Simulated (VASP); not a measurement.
Runs of VASP 6.6.1 on CoSi. The structure is that of space group P2_13 (No. 198), or close to it. The cells are those of the table. 

| task | level | potentials or basis | cell | cutoff (eV) | gap on the mesh (eV) | pressure (GPa) | relaxed volume (Å³/atom) | largest force (eV/Å) |
| --- | --- | --- | --- | --- | --- | --- | --- | --- |
| relaxation of cell and atoms | PBEsol | VASP PAW PBE potentials, release 64 (Co, Si) | relaxed from a = 4.431 Å, 8 atoms | 600 | none | 0.0 | (a) | - |
| single point | LDA | VASP PAW LDA potentials, release 64 (Co, Si) | a = 4.383 Å, 8 atoms | 520 | none | -5.2 | - | 0.08 |
| relaxation of cell and atoms | LDA | VASP PAW LDA potentials, release 64 (Co, Si) | relaxed from a = 4.431 Å, 8 atoms | 600 | none | 0.1 | 10.30 | - |
| single point | r2SCAN | VASP PAW PBE potentials, release 64 (Co, Si) | a = 4.469 Å, 8 atoms | 520 | none | -12.7 | - | 0.12 |
| single point | PBE | VASP PAW PBE potentials, release 64 (Co, Si) | a = 4.386 Å, 8 atoms | 520 | none | 7.2 | - | 0.07 |
| relaxation of cell and atoms | PBE | VASP PAW PBE potentials, release 64 (Co, Si) | relaxed from a = 4.438 Å, 8 atoms | 600 | none | 0.0 | (b) | - |
| single point | r2SCAN | VASP PAW PBE potentials, release 64 (Co, Si) | a = 4.383 Å, 8 atoms | 520 | none | 0.1 | - | - |
| single point | PBE | VASP PAW PBE potentials, release 64 (Co, Si) | a = 4.475 Å, 8 atoms | 520 | none | -6.3 | - | 0.06 |

Alike in all rows: no spin polarisation; k mesh 6 × 6 × 6; smearing fermi-dirac 0.02 eV.

**Question.** Estimate the missing entries.

**Answer.** (a) 10.55; (b) 10.86.

Caveats: the PAW data sets were made with another functional, which shifts forces and pressure a little (some runs).

A gap of «none» marks levels without a gap at the run's occupations.
